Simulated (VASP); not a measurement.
# BeS (F-43m) in VASP: notebook, part 2 of 3

VASP 6.6.1.

### Step 3. Electric field gradients, PBE (volume scaled by 0.55)

INCAR reads:

```
PREC = Accurate
ENCUT = 520
EDIFF = 1E-8
ISMEAR = -1
SIGMA = 0.03
LREAL = False
LASPH = True
NELM = 80
ALGO = Normal
ISIF = 2
LWAVE = False
LCHARG = False
GGA = PE
LEFG = True
NBANDS = 11
```

KPOINTS reads:

```
Automatic mesh
0
Gamma
  10 10 10
```

POSCAR reads:

```
BeS
1.0
    0.0000000000      1.9951715431      1.9951715431
    1.9951715431      0.0000000000      1.9951715431
    1.9951715431      1.9951715431      0.0000000000
Be S
1 1
Direct
    0.0000000000      0.0000000000      0.0000000000
    0.2500000000      0.2500000000      0.2500000000
```

Potentials or basis: VASP PAW PBE potentials, release 64 (Be, S).

The run is started by

```console
$ cat potpaw_PBE.64/Be/POTCAR potpaw_PBE.64/S/POTCAR > POTCAR
$ mpirun -np 1 vasp_std > vasp.out
```

OUTCAR:

```text
PREC = Accurate
   ENCUT = 520
   EDIFF = 1E-8
   ISMEAR = -1
   LREAL = False
   LASPH = True
   NELM = 80
   ISIF = 2
   GGA = PE

 ion  position               nearest neighbor table
   1  0.000  0.000  0.000-   2 1.73   2 1.73   2 1.73   2 1.73
   2  0.250  0.250  0.250-   1 1.73   1 1.73   1 1.73   1 1.73

  LATTYP: Found a face centered cubic cell.
 ALAT       =     3.9903430862

  Lattice vectors:

 A1 = (   0.0000000000,   1.9951715431,   1.9951715431)
 A2 = (   1.9951715431,   0.0000000000,   1.9951715431)
 A3 = (   1.9951715431,   1.9951715431,   0.0000000000)

Analysis of symmetry for initial positions (statically):
=====================================================================
 Subroutine PRICEL returns:
 Original cell was already a primitive cell.

 Routine SETGRP: Setting up the symmetry group for a
 face centered cubic supercell.

 Subroutine GETGRP returns: Found 24 space group operations
 (whereof 24 operations were pure point group operations)
 out of a pool of 48 trial point group operations.

The static configuration has the point symmetry T_d .

Analysis of symmetry for dynamics (positions and initial velocities):
=====================================================================
 Subroutine PRICEL returns:
 Original cell was already a primitive cell.

 Routine SETGRP: Setting up the symmetry group for a
 face centered cubic supercell.

 Subroutine GETGRP returns: Found 24 space group operations
 (whereof 24 operations were pure point group operations)
 out of a pool of 48 trial point group operations.

The dynamic configuration has the point symmetry T_d .

 Subroutine INISYM returns: Found 24 space group operations
 (whereof 24 operations are pure point group operations),
 and found     1 'primitive' translations

----------------------------------------------------------------------------------------

                                     Primitive cell

  volume of cell :      15.8844

  direct lattice vectors                    reciprocal lattice vectors
     0.000000000  1.995171543  1.995171543    -0.250605018  0.250605018  0.250605018
     1.995171543  0.000000000  1.995171543     0.250605018 -0.250605018  0.250605018
     1.995171543  1.995171543  0.000000000     0.250605018  0.250605018 -0.250605018

  length of vectors
     2.821598656  2.821598656  2.821598656     0.434060623  0.434060623  0.434060623

  position of ions in fractional coordinates (direct lattice)
     0.000000000  0.000000000  0.000000000
     0.250000000  0.250000000  0.250000000

  ion indices of the primitive-cell ions
   primitive index   ion index
                 1           1
                 2           2

----------------------------------------------------------------------------------------

 KPOINTS: Automatic mesh

Automatic generation of k-mesh.
 Grid dimensions read from file:
 generate k-points for:   10   10   10

 Generating k-lattice:

[... 70 lines left out ...]
   TEBEG  =    0.0;   TEEND  =   0.0 temperature during run
   PSTRESS=    0.0 pullay stress
   NELECT =       8.0000    total number of electrons
   NUPDOWN=      -1.0000    fix difference up-down
   EMIN   =  10.00;   EMAX   =-10.00  energy-range for DOS
   EFERMI =   0.00;   METHOD = LEGACY
   ISMEAR =    -1;   SIGMA  =   0.03  broadening in eV -4-tet -1-fermi 0-gaus
   EFERMI_NEDOS =   21; number of points for ismear=-14 and -15
   IALGO  =     38    algorithm
   IMIX   =      4    mixing-type and parameters
     AMIX     =   0.40;   BMIX     =  1.00
     AMIX_MAG =   1.60;   BMIX_MAG =  1.00
  volume/ion in A,a.u.               =       7.94        53.60
  Fermi-wavevector in a.u.,A,eV,Ry     =   1.302511  2.461388 23.082743  1.696534
  Thomas-Fermi vector in A             =   2.433574
   LORBIT       =      0    0 simple, 1 ext, 2 COOP (PROOUT), +10 PAW based schemes
   GGA     = PE    functional components
   LHFCALC =     F    Hartree Fock is set to
   AEXX    =    0.0000 exact exchange contribution
   IVDW    =     0    specifies the selected vdW correction
   LEPSILON=     F    determine dielectric tensor
   LRPA    =     F    only Hartree local field effects (RPA)
 non-spin polarized calculation
  energy-cutoff  :      520.00
  volume of cell :       15.88
 maximum number of plane-waves:       444
 NGX is ok and might be reduce to    24
   NGX = 11   NGY = 11   NGZ = 11

 number of electron       7.9999999 magnetization

 Free energy of the ion-electron system (eV)
  ---------------------------------------------------
  ext. energy  EPLUGINS =         0.00000000
  ---------------------------------------------------
  free energy    TOTEN  =        -5.70646894 eV

  energy without entropy =       -5.70646894  energy(sigma->0) =       -5.70646894

 E-fermi :  12.8971     XC(G=0): -12.3552

 val. band max:       12.4024461263   @ k =   0.0000   0.0000   0.0000
 cond. band min:      13.3878169819   @ k =   0.5000   0.5000   0.0000
 fundamental gap:      0.9853708556
 Fermi energy:        12.8970693070

 k-point     1 :       0.0000    0.0000    0.0000
  band No.  band energies     occupation
      1      -6.8244      2.00000
      2      12.4024      2.00000
      3      12.4024      2.00000
      4      12.4024      2.00000
      5      16.9760      0.00000
      6      16.9760      0.00000
      7      16.9760      0.00000
      8      24.3736      0.00000
      9      26.0850      0.00000
     10      26.0850      0.00000
     11      31.6864      0.00000
[... 309 lines left out ...]
 k-point    24 :       0.4000    0.3000    0.0000
  band No.  band energies     occupation
      1      -3.4851      2.00000
      2       5.4691      2.00000
      3       7.2699      2.00000
      4       7.7116      2.00000
      5      15.0185      0.00000
      6      16.9882      0.00000
      7      25.1112      0.00000
      8      25.7740      0.00000
      9      30.3115      0.00000
     10      34.0791      0.00000
     11      36.0642      0.00000

 [... further k-points ...]
[... 5 lines left out ...]
  --------------------------------------------------------------------------------------
  -------------------------------------------------------------------------------------
  Total       16.7278729     16.7278729     16.7278729      0.0000000      0.0000000      0.0000000
  in kB     1687.2544406   1687.2544406   1687.2544406      0.0000000      0.0000000      0.0000000
  external PRESSURE =    1687.2544406 kB  Pullay stress =       0.0000000 kB

 VOLUME and BASIS-vectors are now :
 -----------------------------------------------------------------------------
  energy-cutoff  :      520.00
  volume of cell :       15.88
      direct lattice vectors                 reciprocal lattice vectors
     0.000000000  1.995171543  1.995171543    -0.250605018  0.250605018  0.250605018
     1.995171543  0.000000000  1.995171543     0.250605018 -0.250605018  0.250605018
     1.995171543  1.995171543  0.000000000     0.250605018  0.250605018 -0.250605018

 POSITION                                       TOTAL-FORCE (eV/Angst)
 -----------------------------------------------------------------------------------
      0.00000      0.00000      0.00000         0.000000      0.000000      0.000000
      0.99759      0.99759      0.99759        -0.000000     -0.000000     -0.000000
 -----------------------------------------------------------------------------------
    total drift:                               -0.000000     -0.000000     -0.000000

  FREE ENERGIE OF THE ION-ELECTRON SYSTEM (eV)
  ---------------------------------------------------
  free  energy   TOTEN  =        -5.7064689396 eV

  energy  without entropy=       -5.7064689392  energy(sigma->0) =       -5.70646894

 Electric field gradients (V/A^2)
---------------------------------------------------------------------
 ion       V_xx      V_yy      V_zz      V_xy      V_xz      V_yz
---------------------------------------------------------------------
   1       0.000     0.000    -0.000    -0.000    -0.000    -0.000
   2       0.000    -0.000     0.000    -0.000    -0.000    -0.000
---------------------------------------------------------------------

 Electric field gradients after diagonalization (V/A^2)
 (convention: |V_zz| > |V_xx| > |V_yy|)
----------------------------------------------------------------------
 ion       V_xx      V_yy      V_zz     asymmetry (V_yy - V_xx)/ V_zz
----------------------------------------------------------------------
   1       0.000     0.000    -0.000       0.000
   2       0.000     0.000    -0.000       0.000
----------------------------------------------------------------------

           NMR quadrupolar parameters

 Cq : quadrupolar parameter    Cq=e*Q*V_zz/h
 eta: asymmetry parameters     (V_yy - V_xx)/ V_zz
 Q  : nuclear electric quadrupole moment in mb (millibarn)
----------------------------------------------------------------------
 ion       Cq(MHz)       eta       Q (mb)
----------------------------------------------------------------------
   1      -0.000       0.000       1.000
   2      -0.000       0.000       1.000
----------------------------------------------------------------------
```

OSZICAR:

```text
N       E                     dE             d eps       ncg     rms          rms(c)
DAV:   1     0.244761843301E+02    0.24476E+02   -0.44528E+03  1066   0.671E+02
DAV:   2    -0.581296449082E+01   -0.30289E+02   -0.29168E+02  1353   0.144E+02
DAV:   3    -0.656334966890E+01   -0.75039E+00   -0.74891E+00  1311   0.202E+01
DAV:   4    -0.656630677901E+01   -0.29571E-02   -0.29568E-02  1227   0.158E+00
DAV:   5    -0.656632241271E+01   -0.15634E-04   -0.15634E-04  1330   0.106E-01    0.128E+01
DAV:   6    -0.590369178399E+01    0.66263E+00   -0.49685E-01  1269   0.524E+00    0.824E+00
DAV:   7    -0.570517030513E+01    0.19852E+00   -0.49549E-01  1392   0.449E+00    0.197E+00
DAV:   8    -0.570679242449E+01   -0.16221E-02   -0.13883E-02  1139   0.866E-01    0.381E-01
DAV:   9    -0.570647854747E+01    0.31388E-03   -0.11119E-03  1274   0.204E-01    0.105E-01
DAV:  10    -0.570646379287E+01    0.14755E-04   -0.51281E-05  1193   0.476E-02    0.172E-02
DAV:  11    -0.570646902988E+01   -0.52370E-05   -0.82746E-06  1235   0.219E-02    0.121E-02
DAV:  12    -0.570646893981E+01    0.90070E-07   -0.92535E-07  1217   0.557E-03    0.306E-03
DAV:  13    -0.570646893964E+01    0.16871E-09   -0.45867E-08  1265   0.140E-03
   1 F= -.57064689E+01 E0= -.57064689E+01  d E =-.463436E-09
```

stdout:

```text
POSCAR found type information on POSCAR BeS
 POSCAR found :  2 types and       2 ions
 scaLAPACK will be used
 LDA part: xc-table for (Slater+PW92), standard interpolation
 POSCAR, INCAR and KPOINTS ok, starting setup
 FFT: planning ... GRIDC
 FFT: planning ... GRID_SOFT
 FFT: planning ... GRID
 WAVECAR not read
 entering main loop
ion   1

ion   2
```

Wall time 4.7 s (1 thread of Intel Xeon 6975P-C, shared host); peak memory 0.13 GiB.

Results:

```yaml
Free_energy: -5.7065 eV
Pressure: 168.7 GPa
Band_gap_on_the_k_mesh: 0.99 eV, indirect (least direct gap 4.57 eV)
```

Caveat: without QUAD_EFG the Cq values of the log hold for a quadrupole moment of 1 mb, not for the nuclei. A k mesh can miss the band edges.

### Step 4. Electric field gradients, PBE (volume scaled by 0.9)

INCAR reads:

```
SYSTEM = BeS
PREC = Accurate ; ENCUT = 520
EDIFF = 1E-8 ; ISMEAR = -1
SIGMA = 0.03 ; LREAL = .False.
LASPH = .True. ; NELM = 100
ALGO = Normal ; ISIF = 2
LWAVE = .False. ; LCHARG = .False.
GGA = PE ; LEFG = .True.
NBANDS = 11
```

KPOINTS reads:

```
regular mesh
0
Gamma
  10 10 10
  0 0 0
```

POSCAR reads:

```
BeS
1.0
    0.0000000000      2.3511130669      2.3511130669
    2.3511130669      0.0000000000      2.3511130669
    2.3511130669      2.3511130669      0.0000000000
Be S
1 1
Direct
    0.0000000000      0.0000000000      0.0000000000
    0.2500000000      0.2500000000      0.2500000000
```

Potentials or basis: VASP PAW PBE potentials, release 64 (Be, S).

The run is started by

```console
$ cat potpaw_PBE.64/Be/POTCAR potpaw_PBE.64/S/POTCAR > POTCAR
$ mpirun -np 1 vasp_std > vasp.out
```

OUTCAR:

```text
SYSTEM = BeS
   PREC = Accurate
   ENCUT = 520
   EDIFF = 1E-8
   ISMEAR = -1
   LREAL = .False.
   LASPH = .True.
   NELM = 100
   ISIF = 2
   GGA = PE

 ion  position               nearest neighbor table
   1  0.000  0.000  0.000-   2 2.04   2 2.04   2 2.04   2 2.04
   2  0.250  0.250  0.250-   1 2.04   1 2.04   1 2.04   1 2.04

  LATTYP: Found a face centered cubic cell.
 ALAT       =     4.7022261338

  Lattice vectors:

 A1 = (   0.0000000000,   2.3511130669,   2.3511130669)
 A2 = (   2.3511130669,   0.0000000000,   2.3511130669)
 A3 = (   2.3511130669,   2.3511130669,   0.0000000000)

Analysis of symmetry for initial positions (statically):
=====================================================================
 Subroutine PRICEL returns:
 Original cell was already a primitive cell.

 Routine SETGRP: Setting up the symmetry group for a
 face centered cubic supercell.

 Subroutine GETGRP returns: Found 24 space group operations
[... 523 lines left out ...]
  volume of cell :       25.99
      direct lattice vectors                 reciprocal lattice vectors
     0.000000000  2.351113067  2.351113067    -0.212665230  0.212665230  0.212665230
     2.351113067  0.000000000  2.351113067     0.212665230 -0.212665230  0.212665230
     2.351113067  2.351113067  0.000000000     0.212665230  0.212665230 -0.212665230

 POSITION                                       TOTAL-FORCE (eV/Angst)
 -----------------------------------------------------------------------------------
      0.00000      0.00000      0.00000         0.000000      0.000000      0.000000
      1.17556      1.17556      1.17556        -0.000000     -0.000000     -0.000000
 -----------------------------------------------------------------------------------
    total drift:                               -0.000000     -0.000000     -0.000000

  FREE ENERGIE OF THE ION-ELECTRON SYSTEM (eV)
  ---------------------------------------------------
  free  energy   TOTEN  =        -9.9062257393 eV

  energy  without entropy=       -9.9062257393  energy(sigma->0) =       -9.90622574

 Electric field gradients (V/A^2)
---------------------------------------------------------------------
 ion       V_xx      V_yy      V_zz      V_xy      V_xz      V_yz
---------------------------------------------------------------------
   1      -0.000    -0.000    -0.000    -0.000    -0.000    -0.000
   2      -0.000     0.000     0.000    -0.000    -0.000    -0.000
---------------------------------------------------------------------

 Electric field gradients after diagonalization (V/A^2)
 (convention: |V_zz| > |V_xx| > |V_yy|)
----------------------------------------------------------------------
 ion       V_xx      V_yy      V_zz     asymmetry (V_yy - V_xx)/ V_zz
----------------------------------------------------------------------
   1       0.000     0.000    -0.000       0.000
   2       0.000     0.000    -0.000       0.000
----------------------------------------------------------------------

           NMR quadrupolar parameters

 Cq : quadrupolar parameter    Cq=e*Q*V_zz/h
 eta: asymmetry parameters     (V_yy - V_xx)/ V_zz
 Q  : nuclear electric quadrupole moment in mb (millibarn)
----------------------------------------------------------------------
 ion       Cq(MHz)       eta       Q (mb)
----------------------------------------------------------------------
   1      -0.000       0.000       1.000
   2      -0.000       0.000       1.000
----------------------------------------------------------------------
```

Wall time 9 s (1 thread of Intel Xeon 6975P-C, shared host); peak memory 0.15 GiB.

What came out:

```
Free energy            : -9.9062 eV
Pressure               : 12.4 GPa
Band gap on the k mesh : 2.88 eV, indirect (least direct gap 5.61 eV)
```

Levels at points of the mesh, in eV from the valence-band top:
```
           k point  band 2  band 3  band 4  band 5  band 6  band 7
(0.00, 0.00, 0.00)    0.00    0.00    0.00    5.61    5.61    5.61
(0.50, 0.00, 0.00)   -6.42   -1.17   -1.17    5.81    6.52    6.52
(0.50, 0.50, 0.00)   -5.52   -2.98   -2.98    2.88    4.81   13.54
```

Caveat: without QUAD_EFG the Cq values of the log hold for a quadrupole moment of 1 mb, not for the nuclei. A k mesh can miss the band edges.

(Part 2 of 3 ends here.)
